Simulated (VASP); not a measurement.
A run of VASP 6.6.1 is set up as follows.

Contents of INCAR:

```
PREC = Accurate ; ENCUT = 400
EDIFF = 1E-6 ; ISMEAR = 0
SIGMA = 0.03 ; LREAL = False
LASPH = True ; NELM = 120
ALGO = Normal ; ISIF = 2
LWAVE = False ; LCHARG = True
LDIPOL = True ; IDIPOL = 3
DIPOL = 0.5 0.5 0.284 ; GGA = CA
LELF = True ; LVHAR = True
LVACPOTAV = True ; NBANDS = 20
GGA_COMPAT = False ; NELMDL = -8
```

The input KPOINTS:

```
regular mesh
0
Gamma
  12 12 1
```

Contents of POSCAR:

```
WSe2
1.0
    3.2472423374      0.0000000000      0.0000000000
   -1.6236211687      2.8121943565      0.0000000000
    0.0000000000      0.0000000000     30.5199999966
Se W
2 1
Direct
    0.6666666667      0.3333333333      0.2298528266
    0.6666666667      0.3333333333      0.3389545129
    0.3333333333      0.6666666667      0.2844036698
```

Potentials or basis: VASP PAW LDA potentials, release 64 (Se, W_sv).

Command:

```sh
$ cat potpaw_LDA.64/Se/POTCAR potpaw_LDA.64/W_sv/POTCAR > POTCAR
$ mpirun -np 1 vasp_std > vasp.out
```

Estimate the band gap on the k mesh.

1.70 eV (least direct gap 1.75 eV).

What does it give for the largest force?

0.105 eV/Å.

Forces in eV/Å, atoms in the order of the input:
```
Se   0.000  0.000 -0.105
Se   0.000  0.000  0.105
W    0.000  0.000  0.000
```

Caveat: spin-orbit coupling is left out, which moves the levels of the heavy elements.
